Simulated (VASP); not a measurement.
# H3C5 in VASP: notebook

Runs on H3C5. Level: PBE. Tasks: single point.

Program: VASP 6.6.1. These are calculated values, not measurements. Logs are shortened: lines on timing, memory, paths and dates and some standing lists are left out, and cuts for length are marked.

## 1. The cell of the first run

The cell holds a slab with vacuum, 32 atoms: a = 5.049 Å, b = 5.049 Å, c = 17.136 Å, α = 90.00°, β = 90.00°, γ = 90.00°.

## 2. Single point, PBE

Contents of INCAR:

```
PREC = Accurate ; ENCUT = 520
EDIFF = 1E-7 ; ISMEAR = 0
SIGMA = 0.05 ; LREAL = Auto
LASPH = T ; NELM = 60
ALGO = Normal ; ISIF = 2
LWAVE = F ; LCHARG = F
GGA = PE ; NBANDS = 68
```

Contents of KPOINTS:

```
Automatic mesh
0
Gamma
  1 1 1
```

Contents of POSCAR:

```
H3C5
1.0
    5.0487420000      0.0000000000      0.0000000000
    0.0000000000      5.0487420000      0.0000000000
    0.0000000000      0.0000000000     17.1355610000
H C
12 20
Direct
    0.4277867635      0.0000000000      0.0583581711
    0.0722132365      0.0000000000      0.0583581711
    0.9277867635      0.0000000000      0.0583581711
    0.5722132365      0.0000000000      0.0583581711
    0.4277867635      0.5000000000      0.0583581711
    0.0722132365      0.5000000000      0.0583581711
    0.9277867635      0.5000000000      0.0583581711
    0.5722132365      0.5000000000      0.0583581711
    0.7503586042      0.0094106611      0.3595512280
    0.2792297566      0.6888270385      0.4654564855
    0.7499032432      0.4893971607      0.3594681843
    1.2711754730      0.5692782479      0.4398227172
    0.2500000990      0.0000000000      0.0953981022
    0.7500000990      0.0000000000      0.0953981022
    0.2500000990      0.5000000000      0.0953981022
    0.7500000990      0.5000000000      0.0953981022
    0.2500000990      0.2500000990      0.1474827699
    0.7500000990      0.2500000990      0.1474827699
    0.2500000990      0.7500000990      0.1474827699
    0.7500000990      0.7500000990      0.1474827699
   -0.0045930254      0.2494892787      0.1936470011
    0.5045403390      0.2490384733      0.1936580892
    0.0004448633      0.7496318885      0.2033947999
    0.4993950968      0.7495932650      0.2034995528
   -0.0013670732      0.0145638260      0.2518229780
    0.5013476624      0.0146482035      0.2518393182
   -0.0013232999      0.4844555337      0.2516980331
    0.5012757633      0.4842529089      0.2518610858
    0.2498598661      0.1107190663      0.2893559190
    0.7500375341      0.0830000820      0.2996180283
    0.2500026739      0.3874606783      0.2889950320
    0.7500268384      0.4152481945      0.2996232805
```

Potentials or basis: VASP PAW PBE potentials, release 64 (H, C).

On the command line:

```sh
> cat potpaw_PBE.64/H/POTCAR potpaw_PBE.64/C/POTCAR > POTCAR
> mpirun -np 1 vasp_gam > vasp.out
```

OUTCAR:

```text
PREC = Accurate
   ENCUT = 520
   EDIFF = 1E-7
   ISMEAR = 0
   LREAL = Auto
   LASPH = T
   NELM = 60
   ISIF = 2
   GGA = PE

 ion  position               nearest neighbor table
   1  0.428  0.000  0.058-   4 0.73  13 1.10
   2  0.072  0.000  0.058-   3 0.73  13 1.10
   3  0.928  0.000  0.058-   2 0.73  14 1.10
   4  0.572  0.000  0.058-   1 0.73  14 1.10
   5  0.428  0.500  0.058-   8 0.73  15 1.10
   6  0.072  0.500  0.058-   7 0.73  15 1.10
   7  0.928  0.500  0.058-   6 0.73  16 1.10
   8  0.572  0.500  0.058-   5 0.73  16 1.10
   9  0.750  0.009  0.360-  30 1.09
  10  0.279  0.689  0.465-  12 0.75
  11  0.750  0.489  0.359-  32 1.09
  12  0.271  0.569  0.440-  10 0.75
  13  0.250  0.000  0.095-   1 1.10   2 1.10  19 1.55  17 1.55
  14  0.750  0.000  0.095-   3 1.10   4 1.10  20 1.55  18 1.55
  15  0.250  0.500  0.095-   5 1.10   6 1.10  17 1.55  19 1.55
  16  0.750  0.500  0.095-   7 1.10   8 1.10  18 1.55  20 1.55
  17  0.250  0.250  0.147-  22 1.51  21 1.51  15 1.55  13 1.55
  18  0.750  0.250  0.147-  21 1.47  22 1.47  16 1.55  14 1.55
[... 8 lines left out ...]
  27  0.999  0.484  0.252-  31 1.50  32 1.54  21 1.55  23 1.57
  28  0.501  0.484  0.252-  31 1.50  32 1.54  22 1.55  24 1.58
  29  0.250  0.111  0.289-  31 1.40  25 1.50  26 1.50
  30  0.750  0.083  0.300-   9 1.09  25 1.54  26 1.54  32 1.68
  31  0.250  0.387  0.289-  29 1.40  28 1.50  27 1.50
  32  0.750  0.415  0.300-  11 1.09  28 1.54  27 1.54  30 1.68

  LATTYP: Found a simple tetragonal cell.
 ALAT       =     5.0487420000
 C/A-ratio  =     3.3940258781

  Lattice vectors:

 A1 = (   5.0487420000,   0.0000000000,   0.0000000000)
 A2 = (   0.0000000000,   5.0487420000,   0.0000000000)
 A3 = (   0.0000000000,   0.0000000000,  17.1355610000)

Analysis of symmetry for initial positions (statically):
=====================================================================
 Subroutine PRICEL returns:
 Original cell was already a primitive cell.

 Routine SETGRP: Setting up the symmetry group for a
 simple tetragonal supercell.

 Subroutine GETGRP returns: Found  1 space group operations
 (whereof  1 operations were pure point group operations)
 out of a pool of 16 trial point group operations.

The static configuration has the point symmetry C_1 .

Analysis of symmetry for dynamics (positions and initial velocities):
=====================================================================
 Subroutine PRICEL returns:
 Original cell was already a primitive cell.

 Routine SETGRP: Setting up the symmetry group for a
 simple tetragonal supercell.

 Subroutine GETGRP returns: Found  1 space group operations
 (whereof  1 operations were pure point group operations)
 out of a pool of 16 trial point group operations.

The dynamic configuration has the point symmetry C_1 .

 Subroutine INISYM returns: Found  1 space group operations
 (whereof  1 operations are pure point group operations),
 and found     1 'primitive' translations

----------------------------------------------------------------------------------------

                                     Primitive cell

  volume of cell :     436.7820

  direct lattice vectors                    reciprocal lattice vectors
     5.048742000  0.000000000  0.000000000     0.198069143  0.000000000  0.000000000
     0.000000000  5.048742000  0.000000000     0.000000000  0.198069143  0.000000000
     0.000000000  0.000000000 17.135561000     0.000000000  0.000000000  0.058358171

  length of vectors
     5.048742000  5.048742000 17.135561000     0.198069143  0.198069143  0.058358171

  position of ions in fractional coordinates (direct lattice)
     0.427786764  0.000000000  0.058358171
     0.072213236  0.000000000  0.058358171
     0.927786764  0.000000000  0.058358171
     0.572213236  0.000000000  0.058358171
     0.427786764  0.500000000  0.058358171
     0.072213236  0.500000000  0.058358171
[... 24 lines left out ...]
     0.250002674  0.387460678  0.288995032
     0.750026838  0.415248195  0.299623281

  ion indices of the primitive-cell ions
[... 48 lines left out ...]
   PSTRESS=    0.0 pullay stress
   NELECT =      92.0000    total number of electrons
   NUPDOWN=      -1.0000    fix difference up-down
   EMIN   =  10.00;   EMAX   =-10.00  energy-range for DOS
   EFERMI =   0.00;   METHOD = LEGACY
   ISMEAR =     0;   SIGMA  =   0.05  broadening in eV -4-tet -1-fermi 0-gaus
   EFERMI_NEDOS =   21; number of points for ismear=-14 and -15
   IALGO  =     38    algorithm
   IMIX   =      4    mixing-type and parameters
     AMIX     =   0.40;   BMIX     =  1.00
     AMIX_MAG =   1.60;   BMIX_MAG =  1.00
  volume/ion in A,a.u.               =      13.65        92.11
  Fermi-wavevector in a.u.,A,eV,Ry     =   0.974053  1.840693 12.908923  0.948779
  Thomas-Fermi vector in A             =   2.104482
   LORBIT       =      0    0 simple, 1 ext, 2 COOP (PROOUT), +10 PAW based schemes
   GGA     = PE    functional components
   LHFCALC =     F    Hartree Fock is set to
   AEXX    =    0.0000 exact exchange contribution
   IVDW    =     0    specifies the selected vdW correction
   LEPSILON=     F    determine dielectric tensor
   LRPA    =     F    only Hartree local field effects (RPA)
 non-spin polarized calculation
 Gauss-broadening in eV      SIGMA  =   0.05
  energy-cutoff  :      520.00
  volume of cell :      436.78
 maximum number of plane-waves:      5878
 NGX is ok and might be reduce to    40
   NGX = 19   NGY = 19   NGZ = 63

 number of electron      92.0000005 magnetization

 Free energy of the ion-electron system (eV)
  ---------------------------------------------------
  ext. energy  EPLUGINS =         0.00000000
  ---------------------------------------------------
  free energy    TOTEN  =      -197.44694699 eV

  energy without entropy =     -197.44694699  energy(sigma->0) =     -197.44694699

 E-fermi :   0.8767     XC(G=0):  -5.3101

 val. band max:        0.5958590090   @ k =   0.0000   0.0000   0.0000
 cond. band min:       2.0367186522   @ k =   0.0000   0.0000   0.0000
 fundamental gap:      1.4408596432
 Fermi energy:         0.8767143388

 k-point     1 :       0.0000    0.0000    0.0000
  band No.  band energies     occupation
      1     -20.6349      2.00000
      2     -18.3563      2.00000
      3     -16.3837      2.00000
      4     -16.0449      2.00000
      5     -15.9292      2.00000
      6     -15.9160      2.00000
[... 50 lines left out ...]
     57       5.7285      0.00000
     58       6.3958      0.00000
 [bands above 58 left out]

------------------------ aborting loop because EDIFF is reached ----------------------------------------

  FORCE on cell =-STRESS in cart. coord.  units (eV):
  Direction    XX          YY          ZZ          XY          YZ          ZX
  --------------------------------------------------------------------------------------
  -------------------------------------------------------------------------------------
  Total       98.6617944     -3.5386579     -4.8051157      0.0119687      0.3713446      0.0360023
  in kB      361.9052713    -12.9802924    -17.6258370      0.0439028      1.3621439      0.1320613
  external PRESSURE =     110.4330473 kB  Pullay stress =       0.0000000 kB

 VOLUME and BASIS-vectors are now :
 -----------------------------------------------------------------------------
  energy-cutoff  :      520.00
  volume of cell :      436.78
      direct lattice vectors                 reciprocal lattice vectors
     5.048742000  0.000000000  0.000000000     0.198069143  0.000000000  0.000000000
     0.000000000  5.048742000  0.000000000     0.000000000  0.198069143  0.000000000
     0.000000000  0.000000000 17.135561000     0.000000000  0.000000000  0.058358171

 POSITION                                       TOTAL-FORCE (eV/Angst)
 -----------------------------------------------------------------------------------
      2.15978      0.00000      1.00000        -9.786756     -0.053363      0.093204
      0.36459      0.00000      1.00000         9.788145     -0.055439      0.093236
      4.68416      0.00000      1.00000        -9.752398     -0.068071      0.114565
      2.88896      0.00000      1.00000         9.752383     -0.065334      0.115274
      2.15978      2.52437      1.00000        -9.788134      0.050989      0.094424
      0.36459      2.52437      1.00000         9.789242      0.049812      0.096352
[... 24 lines left out ...]
      1.26220      1.95619      4.95209        -0.026311      0.008891      0.097527
      3.78669      2.09648      5.13421        -0.001900      0.019833      0.018648
 -----------------------------------------------------------------------------------
    total drift:                               -0.004956     -0.009583      0.016499

  FREE ENERGIE OF THE ION-ELECTRON SYSTEM (eV)
  ---------------------------------------------------
  free  energy   TOTEN  =      -197.4469469917 eV

  energy  without entropy=     -197.4469469917  energy(sigma->0) =     -197.44694699
```

Wall time 57 s (1 thread of Intel Xeon 6975P-C (Granite Rapids), shared host); peak memory 0.48 GiB.

What came out:

- Free energy: -197.4469 eV
- Largest force: 9.790 eV/Å
- Band gap on the k mesh: 1.44 eV

Forces in eV/Å, atoms in the order of the input:
```
H   -9.787 -0.053  0.093
H    9.788 -0.055  0.093
H   -9.752 -0.068  0.115
H    9.752 -0.065  0.115
H   -9.788  0.051  0.094
H    9.789  0.050  0.096
H   -9.754  0.062  0.118
H    9.754  0.064  0.116
H   -0.005 -0.020  0.026
H    0.011  0.128  0.213
H    0.010  0.009  0.018
H   -0.008 -0.113 -0.009
C   -0.001 -0.105  1.363
C    0.002 -0.445  1.250
C    0.008  0.106  1.376
C   -0.009  0.445  1.262
C   -0.003 -0.056 -3.370
C   -0.009 -0.044 -3.713
C   -0.006 -0.026  0.237
C   -0.013 -0.030  0.341
C   -0.049  0.018 -0.039
C    0.059  0.111 -0.028
C    0.024  0.006  0.053
C    0.001  0.002  0.030
C    0.019 -0.057 -0.021
C   -0.039 -0.114  0.008
C   -0.001  0.026  0.043
C    0.010  0.040 -0.035
C    0.019  0.061 -0.003
C    0.003  0.042  0.042
C   -0.026  0.009  0.098
C   -0.002  0.020  0.019
```

Caveat: the k points lie up to 1.24 Å⁻¹ apart, too coarse for converged energies, forces and pressures; there is no dipole correction, which matters where the two faces differ.

## 3. Single point, PBE

Contents of INCAR:

```
SYSTEM = H3C5
PREC = Accurate
ENCUT = 520
EDIFF = 1E-6
ISMEAR = 0
SIGMA = 0.05
LREAL = Auto
LASPH = .True.
NELM = 60
ALGO = Normal
ISIF = 2
LWAVE = .False.
LCHARG = .True.
GGA = PE
LELF = .True.
LVHAR = .True.
NBANDS = 68
```

Contents of KPOINTS:

```
regular mesh
0
Gamma
  2 2 1
  0 0 0
```

Contents of POSCAR:

```
H3C5
1.0
    5.0487420000      0.0000000000      0.0000000000
    0.0000000000      5.0487420000      0.0000000000
    0.0000000000      0.0000000000     17.1355610000
H C
12 20
Direct
    0.4277867635      0.0000000000      0.0583581711
    0.0722132365      0.0000000000      0.0583581711
    0.9277867635      0.0000000000      0.0583581711
    0.5722132365      0.0000000000      0.0583581711
    0.4277867635      0.5000000000      0.0583581711
    0.0722132365      0.5000000000      0.0583581711
    0.9277867635      0.5000000000      0.0583581711
    0.5722132365      0.5000000000      0.0583581711
    0.7510049038      0.0144570667      0.3610075562
    0.2501496412      0.5149266887      0.3569366652
    0.7502213423      0.5014906684      0.3591617456
    1.2170776403      0.2320435467      0.4151416461
    0.2500000990      0.0000000000      0.0953981022
    0.7500000990      0.0000000000      0.0953981022
    0.2500000990      0.5000000000      0.0953981022
    0.7500000990      0.5000000000      0.0953981022
    0.2500000990      0.2500000990      0.1474827699
    0.7500000990      0.2500000990      0.1474827699
    0.2500000990      0.7500000990      0.1474827699
    0.7500000990      0.7500000990      0.1474827699
    0.0011359265      0.2532397179      0.1963859252
    0.4981050725      0.2529186479      0.1965508453
    0.0000827929      0.7531787126      0.2040857606
    0.4993851934      0.7530054021      0.2041711970
    0.0001669723      0.0209333335      0.2556314322
    0.4979188875      0.0204183537      0.2560222569
   -0.0008485282      0.4901795338      0.2518732243
    0.5003931672      0.4899458122      0.2518860048
    0.2472429766      0.1131612588      0.3030540990
    0.7492918038      0.0946245619      0.3015011297
    0.2497204254      0.4294434138      0.2983387588
    0.7497501358      0.4178082382      0.3000300953
```

Potentials or basis: VASP PAW PBE potentials, release 64 (H, C).

On the command line:

```sh
> cat potpaw_PBE.64/H/POTCAR potpaw_PBE.64/C/POTCAR > POTCAR
> mpirun -np 1 vasp_std > vasp.out
```

Run time: 2.2 min. Hardware: 1 thread of Intel Xeon 6975P-C (Granite Rapids), shared host; peak memory 0.49 GiB.

It converged, with:

| Property | Result |
| --- | --- |
| Free energy | -206.1464 eV |
| Largest force | 8.971 eV/Å |
| Band gap on the k mesh | 0.57 eV (least direct gap 0.64 eV) |

Forces in eV/Å, atoms in the order of the input:
```
H   -8.963 -0.029  0.071
H    8.964 -0.029  0.071
H   -8.953 -0.019  0.068
H    8.955 -0.020  0.068
H   -8.967  0.047  0.072
H    8.971  0.046  0.071
H   -8.929  0.039  0.087
H    8.932  0.045  0.078
H    0.008  0.049  0.018
H    0.020  0.348 -0.174
H   -0.007  0.066 -0.004
H    0.203 -2.091 -1.712
C    0.004 -0.152  0.990
C   -0.008 -0.142  0.990
C    0.002  0.150  1.016
C   -0.033  0.153  1.169
C   -0.036 -0.031 -2.519
C   -0.049 -0.270 -2.205
C   -0.021  0.414  0.758
C   -0.017  0.732  0.774
C    0.024  0.003  0.003
C   -0.045  0.009  0.012
C    0.001  0.038  0.008
C   -0.012  0.032  0.011
C    0.027  0.037  0.093
C   -0.032  0.028  0.108
C    0.009  0.102 -0.025
C   -0.008  0.100 -0.032
C   -0.027  0.000  0.119
C   -0.010  0.057  0.017
C    0.003  0.227 -0.004
C   -0.006  0.061  0.002
```

Levels at points of the mesh, in eV from the valence-band top:
| k point | band 42 | band 43 | band 44 | band 45 | band 46 | band 47 | band 48 | band 49 | band 50 | band 51 |
| --- | --- | --- | --- | --- | --- | --- | --- | --- | --- | --- |
| (0.00, 0.00, 0.00) | -2.56 | -2.50 | -1.82 | -0.57 | -0.05 | 0.59 | 2.09 | 3.42 | 3.83 | 4.05 |
| (0.50, 0.00, 0.00) | -2.46 | -2.31 | -2.30 | -2.22 | -1.72 | 0.57 | 3.32 | 3.35 | 3.73 | 4.66 |
| (0.00, 0.50, 0.00) | -3.04 | -2.29 | -1.86 | -0.27 | 0.00 | 0.64 | 3.06 | 3.07 | 3.70 | 3.91 |
| (0.50, 0.50, 0.00) | -3.08 | -3.03 | -2.76 | -2.46 | -1.66 | 0.65 | 4.08 | 4.13 | 4.18 | 4.18 |

Caveat: the k points lie up to 0.62 Å⁻¹ apart; there is no dipole correction, which matters where the two faces differ.

## 4. Single point, PBE

Contents of INCAR:

```
PREC = Accurate ; ENCUT = 520
EDIFF = 1E-7 ; ISMEAR = 0
SIGMA = 0.05 ; LREAL = Auto
LASPH = True ; NELM = 100
ALGO = Normal ; ISIF = 2
LWAVE = False ; LCHARG = False
GGA = PE ; NBANDS = 68
```

Contents of KPOINTS:

```
regular mesh
0
Gamma
  2 2 1
```

Contents of POSCAR:

```
H3C5
1.0
    5.0487420000      0.0000000000      0.0000000000
    0.0000000000      5.0487420000      0.0000000000
    0.0000000000      0.0000000000     17.1355610000
H C
12 20
Direct
    0.4277867635      0.0000000000      0.0583581711
    0.0722132365      0.0000000000      0.0583581711
    0.9277867635      0.0000000000      0.0583581711
    0.5722132365      0.0000000000      0.0583581711
    0.4277867635      0.5000000000      0.0583581711
    0.0722132365      0.5000000000      0.0583581711
    0.9277867635      0.5000000000      0.0583581711
    0.5722132365      0.5000000000      0.0583581711
    0.7505754899      0.0094249221      0.3610634049
    0.2480142578      0.4828812801      0.3612161283
    0.7509985656      0.4955252219      0.3598206677
    1.1930356116      0.4563695273      0.4713544541
    0.2500000990      0.0000000000      0.0953981022
    0.7500000990      0.0000000000      0.0953981022
    0.2500000990      0.5000000000      0.0953981022
    0.7500000990      0.5000000000      0.0953981022
    0.2500000990      0.2500000990      0.1474827699
    0.7500000990      0.2500000990      0.1474827699
    0.2500000990      0.7500000990      0.1474827699
    0.7500000990      0.7500000990      0.1474827699
   -0.0002802678      0.2524864610      0.1957798755
    0.5002188664      0.2525536064      0.1958263870
   -0.0002436250      0.7491846484      0.2039199650
    0.5002378810      0.7492074263      0.2039405071
    0.0010153024      0.0129115332      0.2534788911
    0.4990126253      0.0128992529      0.2535204421
   -0.0007766291      0.4838238912      0.2528476891
    0.5008477359      0.4839231238      0.2529186526
    0.2499339439      0.0968807675      0.2924698526
    0.7500878437      0.0905786035      0.3017304773
    0.2499454320      0.4112376905      0.3002465458
    0.7501072544      0.4126742860      0.3006502092
```

On the command line:

```sh
> cat potpaw_PBE.64/H/POTCAR potpaw_PBE.64/C/POTCAR > POTCAR
> mpirun -np 1 vasp_std > vasp.out
```

Wall time 3.6 min (1 thread of Intel Xeon 6975P-C (Granite Rapids), shared host); peak memory 0.49 GiB.

Results (log left out):

- Free energy: -204.8441 eV
- Largest force: 8.915 eV/Å
- Band gap on the k mesh: zero (bands 46 and 47 overlap by 0.04 eV)

Forces in eV/Å, atoms in the order of the input:
```
H   -8.912 -0.040  0.023
H    8.911 -0.039  0.024
H   -8.914 -0.041  0.021
H    8.915 -0.040  0.021
H   -8.880  0.034  0.020
H    8.880  0.034  0.020
H   -8.890  0.042 -0.014
H    8.892  0.042 -0.015
H   -0.002 -0.012  0.012
H   -0.017  0.052  0.246
H    0.004  0.017  0.017
H    0.002  0.160 -0.082
C    0.005 -0.163  1.092
C   -0.003 -0.142  1.093
C    0.002  0.211  1.063
C   -0.004  0.163  1.032
C   -0.001 -0.027 -2.680
C   -0.003 -0.063 -2.845
C    0.000 -0.020  0.554
C    0.001  0.032  0.563
C   -0.025 -0.057 -0.005
C    0.027 -0.068 -0.006
C    0.013  0.054  0.025
C   -0.018  0.061  0.027
C   -0.036  0.012 -0.024
C    0.041  0.017 -0.026
C   -0.054  0.018  0.068
C    0.053  0.014  0.074
C    0.018  0.279 -0.100
C   -0.005 -0.005  0.018
C    0.002 -0.524 -0.235
C   -0.002 -0.004  0.016
```

Levels at points of the mesh, in eV from the Fermi level:
| k point | band 44 | band 45 | band 46 | band 47 | band 48 | band 49 |
| --- | --- | --- | --- | --- | --- | --- |
| (0.00, 0.00, 0.00) | -0.60 | -0.15 | -0.08 | -0.02 | 2.46 | 3.94 |
| (0.50, 0.00, 0.00) | -2.29 | -2.16 | -0.06 | 0.19 | 3.64 | 3.65 |
| (0.00, 0.50, 0.00) | -0.31 | -0.07 | -0.04 | 0.04 | 3.33 | 3.34 |
| (0.50, 0.50, 0.00) | -2.70 | -2.42 | 0.02 | 0.31 | 4.30 | 4.31 |

Caveat: the k points lie up to 0.62 Å⁻¹ apart; there is no dipole correction, which matters where the two faces differ.

## 5. The runs side by side

| cell | k mesh | gap on the mesh (eV) | largest force (eV/Å) |
| --- | --- | --- | --- |
| as given, atomic positions A | 1 × 1 × 1 | 1.44 | 9.79 |
| as given, atomic positions B | 2 × 2 × 1 | 0.57 | 8.97 |
| as given, atomic positions C | 2 × 2 × 1 | none | 8.92 |

Alike in all rows: task single point; level PBE; potentials or basis VASP PAW PBE potentials, release 64 (H, C); no spin polarisation; cutoff (eV) 520; smearing gaussian 0.05 eV.

Caveats: all runs use coarse meshes; there is no dipole correction, which matters where the two faces differ.

Absolute energies hang on the potentials; compare differences alone.

The gap in the log of VASP goes by the Fermi energy; the results here count the filled bands.